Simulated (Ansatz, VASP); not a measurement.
Two plane-wave programs on C

The input INCAR:

```
SYSTEM = C
PREC = Accurate
ENCUT = 520
EDIFF = 1E-6
ISMEAR = 0
SIGMA = 0.03
LREAL = .FALSE.
LASPH = .TRUE.
NELM = 100
ALGO = Normal
ISIF = 2
LWAVE = .FALSE.
LCHARG = .FALSE.
GGA = PS
IVDW = 12
NBANDS = 11
```

File KPOINTS:

```
Automatic mesh
0
G
  16 16 16
  0 0 0
```

The input POSCAR:

```
C
1.0
    0.0000000000      2.1088861730      3.2945337322
    1.2183718732      0.0000000000      3.2945337322
    1.2183718732      2.1088861730      0.0000000000
C
2
Direct
    0.1784547694      0.8215452306      0.1784547694
    0.8215452306      0.1784547694      0.8215452306
```

Input for Ansatz:

```yaml
crystal:
  lattice:
    - [0.0, 2.108886173, 3.2945337322]
    - [1.2183718732, 0.0, 3.2945337322]
    - [1.2183718732, 2.108886173, 0.0]
  atoms:
    - { symbol: C, position: [0.1784547694, 0.8215452306, 0.1784547694] }
    - { symbol: C, position: [0.8215452306, 0.1784547694, 0.8215452306] }
basis:
  ecutwfc: 520.0
kpoints:
  mp_grid: { grid: [16, 16, 16] }
hamiltonian:
  xc: pbesol
  pseudopotentials: { kind: paw, azcp: { folder: soft_1 } }
  dispersion: d3bj
scf:
  occupations: { method: gaussian, width: 0.03 }
output:
  forces: true
  stress: true
  eigenvalues: true
```

Alike in both runs: task single point; functional PBEsol; dispersion D3(BJ); k mesh 16 × 16 × 16; occupations gaussian, width 0.03 eV; no spin polarisation.

```csv
,VASP,Ansatz
version,VASP 6.6.1,Ansatz 0.2.0
potentials or method,"VASP PAW PBE potentials, release 64 (C), cutoff 520 eV","scalar-relativistic, plane waves, PAW"
valence electrons in the cell,8,8
```

|  | VASP | Ansatz | Ansatz less VASP |
| --- | --- | --- | --- |
| gap on the k mesh at the Fermi level (eV) | 0.17 | 0.16 | -0.001 |
| least direct gap on the mesh (eV) | 0.17 | 0.16 | -0.001 |
| pressure (GPa) | 13.6 | 12.9 | -0.68 |
| traceless stress, the component that is largest in VASP (GPa) | 20.26 | 19.62 | -0.633 |
| rms of the force components (eV/Å) | 2.949 | 2.945 | -0.0043 |

VASP's potentials were made for PBE, not for PBEsol, and Ansatz warns of the same on its side. Atom by atom the forces differ by 0.004 eV/Å (rms over components).
